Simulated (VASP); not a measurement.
# LuC (Pm-3m) in VASP: single point with PBEsol

Aim: the single point of LuC with PBEsol.

All numbers are computed with VASP 6.6.1; they aren't measurements. Logs are shortened: lines on timing, memory, paths and dates and some standing lists are left out, and cuts for length are marked.

## (1) The cell of the first run

It takes space group Pm-3m (No. 221, cubic). Conventional cell: a = 2.938 Å, b = 2.938 Å, c = 2.938 Å, α = 90.00°, β = 90.00°, γ = 90.00°. Lu (site symmetry m-3m) has 8 C at 2.54 Å and 6 Lu at 2.94 Å within 3.4 Å. Within 3.4 Å of C (site symmetry m-3m) lie 8 Lu at 2.54 Å and 6 C at 2.94 Å.

## (2) Single point, PBEsol (12.68 Å³/atom)

Contents of INCAR:

```
SYSTEM = LuC
ALGO     = Normal         ! electronic algorithm
EDIFF    = 1E-6           ! SCF threshold, eV
ENCUT    = 1300           ! plane-wave cutoff, eV
GGA      = PS             ! functional
GGA_COMPAT= .False.      
ISIF     = 2              ! what is computed and relaxed
ISMEAR   = 0              ! smearing method
LASPH    = .True.         ! aspherical terms in the spheres
LCHARG   = .False.        ! write CHGCAR
LREAL    = .False.        ! projectors in reciprocal space
LWAVE    = .False.        ! write WAVECAR
NBANDS   = 22             ! bands
NELM     = 120            ! most SCF steps
PREC     = Accurate       ! precision mode
SIGMA    = 0.05           ! smearing width, eV
```

Contents of KPOINTS:

```
k-points
0
Gamma
  10 10 10
  0 0 0
```

Contents of POSCAR:

```
LuC
1.0
    2.9380545861      0.0000000000      0.0000000000
    0.0000000000      2.9380545861      0.0000000000
    0.0000000000      0.0000000000      2.9380545861
Lu C
1 1
Direct
    0.0000000000      0.0000000000      0.0000000000
    0.5000000000      0.5000000000      0.5000000000
```

Potentials or basis: VASP PAW PBE potentials, release 64 (Lu, C_h).

Started as:

```sh
$ cat potpaw_PBE.64/Lu/POTCAR potpaw_PBE.64/C_h/POTCAR > POTCAR
$ mpirun -np 1 vasp_std > vasp.out
```

OUTCAR:

```text
SYSTEM = LuC
   EDIFF = 1E-6
   ENCUT = 1300
   GGA = PS
   ISIF = 2
   ISMEAR = 0
   LASPH = .True.
   LREAL = .False.
   NELM = 120
   PREC = Accurate

 ion  position               nearest neighbor table
   1  0.000  0.000  0.000-   2 2.54   2 2.54   2 2.54   2 2.54   2 2.54   2 2.54   2 2.54   2 2.54

   2  0.500  0.500  0.500-   1 2.54   1 2.54   1 2.54   1 2.54   1 2.54   1 2.54   1 2.54   1 2.54

  LATTYP: Found a simple cubic cell.
 ALAT       =     2.9380545861

  Lattice vectors:

 A1 = (   2.9380545861,   0.0000000000,   0.0000000000)
 A2 = (   0.0000000000,   2.9380545861,   0.0000000000)
 A3 = (   0.0000000000,   0.0000000000,   2.9380545861)

Analysis of symmetry for initial positions (statically):
=====================================================================
 Subroutine PRICEL returns:
 Original cell was already a primitive cell.

 Routine SETGRP: Setting up the symmetry group for a
 simple cubic supercell.

 Subroutine GETGRP returns: Found 48 space group operations
 (whereof 48 operations were pure point group operations)
 out of a pool of 48 trial point group operations.

The static configuration has the point symmetry O_h .

Analysis of symmetry for dynamics (positions and initial velocities):
=====================================================================
 Subroutine PRICEL returns:
 Original cell was already a primitive cell.

 Routine SETGRP: Setting up the symmetry group for a
 simple cubic supercell.

 Subroutine GETGRP returns: Found 48 space group operations
 (whereof 48 operations were pure point group operations)
 out of a pool of 48 trial point group operations.

The dynamic configuration has the point symmetry O_h .

 Subroutine INISYM returns: Found 48 space group operations
 (whereof 48 operations are pure point group operations),
 and found     1 'primitive' translations

----------------------------------------------------------------------------------------

                                     Primitive cell

  volume of cell :      25.3618

  direct lattice vectors                    reciprocal lattice vectors
     2.938054586  0.000000000  0.000000000     0.340361273  0.000000000  0.000000000
     0.000000000  2.938054586  0.000000000     0.000000000  0.340361273  0.000000000
     0.000000000  0.000000000  2.938054586     0.000000000  0.000000000  0.340361273

  length of vectors
     2.938054586  2.938054586  2.938054586     0.340361273  0.340361273  0.340361273

  position of ions in fractional coordinates (direct lattice)
     0.000000000  0.000000000  0.000000000
[... 77 lines left out ...]
   NELM   =    120;   NELMIN=  2; NELMDL= -5     # of ELM steps
   EDIFF  = 0.1E-05   stopping-criterion for ELM
   LREAL  =      F    real-space projection
   EDIFFG = 0.1E-04   stopping-criterion for IOM
   NSW    =      0    number of steps for IOM
   IBRION =     -1    ionic relax: 0-MD 1-quasi-New 2-CG
   NFREE  =      0    steps in history (QN), initial steepest desc. (CG)
   ISIF   =      2    stress and relaxation
   ISYM   =      2    0-nonsym 1-usesym 2-fastsym
   POTIM  = 0.5000    time-step for ionic-motion
   TEBEG  =    0.0;   TEEND  =   0.0 temperature during run
   PSTRESS=    0.0 pullay stress
   NELECT =      29.0000    total number of electrons
   NUPDOWN=      -1.0000    fix difference up-down
   EMIN   =  10.00;   EMAX   =-10.00  energy-range for DOS
   EFERMI =   0.00;   METHOD = LEGACY
   ISMEAR =     0;   SIGMA  =   0.05  broadening in eV -4-tet -1-fermi 0-gaus
   EFERMI_NEDOS =   21; number of points for ismear=-14 and -15
   IALGO  =     38    algorithm
   IMIX   =      4    mixing-type and parameters
     AMIX     =   0.40;   BMIX     =  1.00
     AMIX_MAG =   1.60;   BMIX_MAG =  1.00
  volume/ion in A,a.u.               =      12.68        85.57
  Fermi-wavevector in a.u.,A,eV,Ry     =   1.711910  3.235041 39.873729  2.930636
  Thomas-Fermi vector in A             =   2.789937
   LORBIT       =      0    0 simple, 1 ext, 2 COOP (PROOUT), +10 PAW based schemes
   GGA     = PS    functional components
   LHFCALC =     F    Hartree Fock is set to
   AEXX    =    0.0000 exact exchange contribution
   IVDW    =     0    specifies the selected vdW correction
   LEPSILON=     F    determine dielectric tensor
   LRPA    =     F    only Hartree local field effects (RPA)
 non-spin polarized calculation
 Gauss-broadening in eV      SIGMA  =   0.05
  energy-cutoff  :     1300.00
  volume of cell :       25.36
 maximum number of plane-waves:      2730
 NGX is ok and might be reduce to    36
   NGX = 17   NGY = 17   NGZ = 17

 number of electron      29.0000001 magnetization

 Free energy of the ion-electron system (eV)
  ---------------------------------------------------
  ext. energy  EPLUGINS =         0.00000000
  ---------------------------------------------------
  free energy    TOTEN  =       -13.66308531 eV

  energy without entropy =      -13.66123732  energy(sigma->0) =      -13.66216131

 E-fermi :   4.9371     XC(G=0): -13.2048

 val. band max:        4.8818841116   @ k =   0.3000   0.1000   0.1000
 cond. band min:       4.9500964008   @ k =   0.4000   0.2000   0.2000
 fundamental gap:      0.0682122892
 Fermi energy:         4.9370907776

 k-point     1 :       0.0000    0.0000    0.0000
  band No.  band energies     occupation
      1     -50.6376      2.00000
      2     -20.8523      2.00000
      3     -20.8523      2.00000
      4     -20.8523      2.00000
      5      -7.2884      2.00000
      6       0.5371      2.00000
[... 589 lines left out ...]
     21      14.9694      0.00000
     22      18.3237      0.00000

 [... further k-points ...]

------------------------ aborting loop because EDIFF is reached ----------------------------------------

  FORCE on cell =-STRESS in cart. coord.  units (eV):
  Direction    XX          YY          ZZ          XY          YZ          ZX
  --------------------------------------------------------------------------------------
  -------------------------------------------------------------------------------------
  Total        1.2218533      1.2218533      1.2218533     -0.0000000     -0.0000000      0.0000000
  in kB       77.1880472     77.1880472     77.1880472     -0.0000000     -0.0000000      0.0000000
  external PRESSURE =      77.1880472 kB  Pullay stress =       0.0000000 kB

 VOLUME and BASIS-vectors are now :
 -----------------------------------------------------------------------------
  energy-cutoff  :     1300.00
  volume of cell :       25.36
      direct lattice vectors                 reciprocal lattice vectors
     2.938054586  0.000000000  0.000000000     0.340361273  0.000000000  0.000000000
     0.000000000  2.938054586  0.000000000     0.000000000  0.340361273  0.000000000
     0.000000000  0.000000000  2.938054586     0.000000000  0.000000000  0.340361273

 POSITION                                       TOTAL-FORCE (eV/Angst)
 -----------------------------------------------------------------------------------
      0.00000      0.00000      0.00000         0.000000      0.000000      0.000000
      1.46903      1.46903      1.46903         0.000000      0.000000      0.000000
 -----------------------------------------------------------------------------------
    total drift:                               -0.000000      0.000000     -0.000000

  FREE ENERGIE OF THE ION-ELECTRON SYSTEM (eV)
  ---------------------------------------------------
  free  energy   TOTEN  =       -13.6630853078 eV

  energy  without entropy=      -13.6612373164  energy(sigma->0) =      -13.66216131
```

OSZICAR:

```text
N       E                     dE             d eps       ncg     rms          rms(c)
DAV:   1     0.205024908610E+03    0.20502E+03   -0.19324E+04  3160   0.778E+03
DAV:   2     0.551409643526E+01   -0.19951E+03   -0.18754E+03  2816   0.724E+02
DAV:   3    -0.139298769254E+02   -0.19444E+02   -0.18772E+02  2836   0.136E+02
DAV:   4    -0.149357810139E+02   -0.10059E+01   -0.99547E+00  3022   0.282E+01
DAV:   5    -0.149680022864E+02   -0.32221E-01   -0.32201E-01  3138   0.460E+00    0.853E+00
DAV:   6    -0.138671124734E+02    0.11009E+01   -0.39308E+00  3720   0.985E+01    0.433E+00
DAV:   7    -0.136791514090E+02    0.18796E+00   -0.77527E-01  3536   0.205E+01    0.194E+00
DAV:   8    -0.136653066889E+02    0.13845E-01   -0.12520E-01  3984   0.949E+00    0.404E-01
DAV:   9    -0.136637181350E+02    0.15886E-02   -0.62107E-02  3642   0.841E+00    0.293E-01
DAV:  10    -0.136633908510E+02    0.32728E-03   -0.62470E-03  3768   0.131E+00    0.194E-01
DAV:  11    -0.136630429446E+02    0.34791E-03   -0.20061E-03  3542   0.156E+00    0.381E-02
DAV:  12    -0.136630846051E+02   -0.41661E-04   -0.53912E-04  2748   0.174E-01    0.626E-03
DAV:  13    -0.136630859104E+02   -0.13053E-05   -0.72890E-06  3766   0.261E-02    0.817E-03
DAV:  14    -0.136630853078E+02    0.60262E-06   -0.31333E-06  3466   0.119E-02
   1 F= -.13663085E+02 E0= -.13662161E+02  d E =-.184799E-02
```

It took 81 s on 1 thread of AMD EPYC 7R13 (Zen 3), shared host; peak memory 0.29 GiB.

Results:

```yaml
Free_energy: -13.6631 eV
Pressure: 7.7 GPa
Band_gap_on_the_k_mesh: zero (an odd number of electrons rules out a gap without spin polarisation)
```

Caveat: the cell stands under pressure; the PAW data sets were made with another functional, which shifts forces and pressure a little; spin-orbit coupling is left out, which moves the levels of the heavy elements; an odd number of electrons without spin polarisation forces a metal; a magnetic or distorted state may lie lower.

The gap in the log of VASP goes by the Fermi energy; the results here count the filled bands.